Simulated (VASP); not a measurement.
Here is a VASP 6.6.1 calculation.

INCAR

```
ALGO = Normal
EDIFF = 1E-8
ENCUT = 520
GGA = PE
ISIF = 2
ISMEAR = -1
LASPH = True
LCHARG = False
LEFG = True
LREAL = False
LWAVE = False
NBANDS = 31
NELM = 100
PREC = Accurate
SIGMA = 0.05
```

KPOINTS

```
k-points
0
Gamma
  7 5 5
```

Contents of POSCAR:

```
HPbNO4
1.0
    3.8540400000      0.1438400000      0.0901200000
   -0.2532000000      5.5269800000      0.1647100000
   -0.4819700000     -1.9272000000      5.7202500000
H Pb N O
1 1 1 4
Direct
    0.1091300000      0.6571800000      0.5446300000
    0.6102900000      0.5212700000      0.1510000000
    0.9158000000      0.9626300000      0.9586700000
    0.0138400000      0.1363900000      0.8808400000
    0.7239800000      0.0105700000      0.1285800000
    0.0038900000      0.7373200000      0.8704300000
    0.1192700000      0.5932400000      0.3765100000
```

Potentials or basis: VASP PAW PBE potentials, release 64 (H, Pb_d, N, O).

Launch:

```sh
$ cat potpaw_PBE.64/H/POTCAR potpaw_PBE.64/Pb_d/POTCAR potpaw_PBE.64/N/POTCAR potpaw_PBE.64/O/POTCAR > POTCAR
$ mpirun -np 1 vasp_std > vasp.out
```

(1) Estimate the largest force.

(2) Estimate the pressure.

Results:

(1) 0.422 eV/Å.

(2) 0.5 GPa.

Caveat: the standard files for N, O and F lose accuracy on very short bonds; without QUAD_EFG the Cq values of the log hold for a quadrupole moment of 1 mb, not for the nuclei.
